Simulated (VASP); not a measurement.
A run of VASP 6.6.1:

Contents of INCAR:

```
SYSTEM = AgCl
PREC = Accurate
ENCUT = 520
EDIFF = 1E-6
ISMEAR = 0
SIGMA = 0.05
LREAL = .FALSE.
LASPH = .TRUE.
NELM = 60
ALGO = Normal
ISIF = 2
LWAVE = .FALSE.
LCHARG = .FALSE.
GGA = PE
NBANDS = 66
```

File KPOINTS:

```
regular mesh
0
G
  7 5 3
  0 0 0
```

The input POSCAR:

```
AgCl
1.0
    0.0000000000     -3.9680551249      0.0000000000
    0.2747307082      0.0000000000     -5.6051095939
   12.0531564929      0.0000000000     -2.6782373793
Ag Cl
6 6
Direct
    0.7500000000      0.3120799836      0.7500991820
    0.7500000000      0.7009466502      0.0834325153
    0.7500000000      0.5065133169      0.4167658486
    0.2500000000     -0.2842272069      0.9165341514
    0.2500000000      0.1046394598      0.2498674847
    0.2500000000     -0.0897938736      0.5832008180
    0.2500000000      0.2156184046      0.9166318913
    0.2500000000      0.6044850713      0.2499652247
    0.2500000000      0.4100517379      0.5832985580
    0.7500000000     -0.1877656279      0.7500014420
    0.7500000000      0.2011010387      0.0833347753
    0.7500000000      0.0066677054      0.4166681087
```

Potentials or basis: VASP PAW PBE potentials, release 64 (Ag, Cl).

The run is started by

```sh
$ cat potpaw_PBE.64/Ag/POTCAR potpaw_PBE.64/Cl/POTCAR > POTCAR
$ mpirun -np 1 vasp_std > vasp.out
```

Hardware: 1 thread of Intel Xeon 8259CL, on a shared host.

Problem. Estimate the wall time of this run.

Solution. Run time: 10 min on 1 thread of Intel Xeon 8259CL, on a shared host, peak memory 0.55 GiB. Counts: scf iterations 14, k points 32.
